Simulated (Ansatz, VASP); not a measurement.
## Zn4S: VASP beside Ansatz

```
Zn S
1.0
     4.51145    0.00000    0.00000
     0.00000    4.51145    0.00000
     0.00000    0.00000    4.51145
Zn S
4 1
Direct
  0.29756 0.29756 0.29756
  0.70244 0.70244 0.29756
  0.70244 0.29756 0.70244
  0.29756 0.70244 0.70244
  0.00000 0.00000 0.00000
```

Alike in both runs: functional PBE; k mesh 4 × 4 × 4; occupations gaussian, width 0.1 eV; no spin polarisation.

Ansatz relaxed the structure, and its values are those at the end. VASP's run is a single point on that final structure, the one shown.

|  | VASP | Ansatz |
| --- | --- | --- |
| version | VASP 6.6.1 | Ansatz 0.2.0 |
| potentials or method | VASP PAW PBE potentials, release 64 (Zn, S), cutoff 520 eV | scalar-relativistic, plane waves, PAW |
| valence electrons in the cell | 54 | 54 |

Ansatz gave:

* gap on the k mesh at the Fermi level (eV): none
* pressure (GPa): 0.1
* rms of the force components (eV/Å): 0.004

Question: Which values does VASP return?

Answer: gap on the k mesh at the Fermi level (eV): none; pressure (GPa): 0.3; rms of the force components (eV/Å): 0.003.

A gap of «none» marks a metal or a gap that the smearing closes. The functional is the same, so the differences come from potentials, cutoffs and numerics.
